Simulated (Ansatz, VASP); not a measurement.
One calculation of TaN, two programs

The input INCAR:

```
SYSTEM = TaN
PREC = Accurate ; ENCUT = 520
EDIFF = 1E-8 ; ISMEAR = -1
SIGMA = 0.02 ; LREAL = .FALSE.
LASPH = .TRUE. ; NELM = 100
ALGO = Normal ; ISIF = 2
LWAVE = .FALSE. ; LCHARG = .FALSE.
LEFG = .TRUE. ; NBANDS = 15
```

File KPOINTS:

```
Automatic mesh
0
G
  12 12 10
  0 0 0
```

File POSCAR:

```
TaN
1.0
    2.9379988584      0.0000000000      0.0000000000
   -1.4689994292      2.5443816477      0.0000000000
    0.0000000000      0.0000000000      2.8541700000
Ta N
1 1
Direct
    0.3333333333      0.6666666667      0.5000000000
    0.0000000000      0.0000000000      0.0000000000
```

Input for Ansatz:

```yaml
crystal:
  lattice:
    - [2.9379988584, 0.0, 0.0]
    - [-1.4689994292, 2.5443816477, 0.0]
    - [0.0, 0.0, 2.85417]
  atoms:
    - { symbol: Ta, position: [0.3333333333, 0.6666666667, 0.5] }
    - { symbol: "N", position: [0.0, 0.0, 0.0] }
kpoints:
  mp_grid: { grid: [12, 12, 10] }
scf:
  occupations: { method: fermi_dirac, width: 0.02 }
hamiltonian:
  xc: lda
  pseudopotentials: { kind: all_electron, datasets: crystal }
output:
  forces: true
  stress: true
  eigenvalues: true
  efg: { contact_densities: true }
```

Change from the starting cell: zz strain of -1 %, crystal datasets.

Alike in both runs: task electric field gradients; functional LDA; k mesh 12 × 12 × 10; occupations fermi-dirac, width 0.02 eV; no spin polarisation.

```csv
,VASP,Ansatz
version,VASP 6.6.1,Ansatz 0.2.0
potentials or method,"VASP PAW LDA potentials, release 64 (Ta_pv, N), cutoff 520 eV","all-electron PAW with datasets made for the crystal, scalar-relativistic"
```

```tsv
	VASP	Ansatz	Ansatz less VASP
pressure (GPa)	-6.0	-7.8	-1.82
traceless stress, the component that is largest in VASP (GPa)	3.73	3.54	-0.184
size of Vzz on the site where it differs most (V/Å²)	9.8	49.1	+39.33
```

LDA's correlation is that of Perdew and Zunger in VASP and of Perdew and Wang (1992) in Ansatz. Ansatz ran all-electron here, and VASP with PAW potentials.

Neither program's run includes spin-orbit coupling.
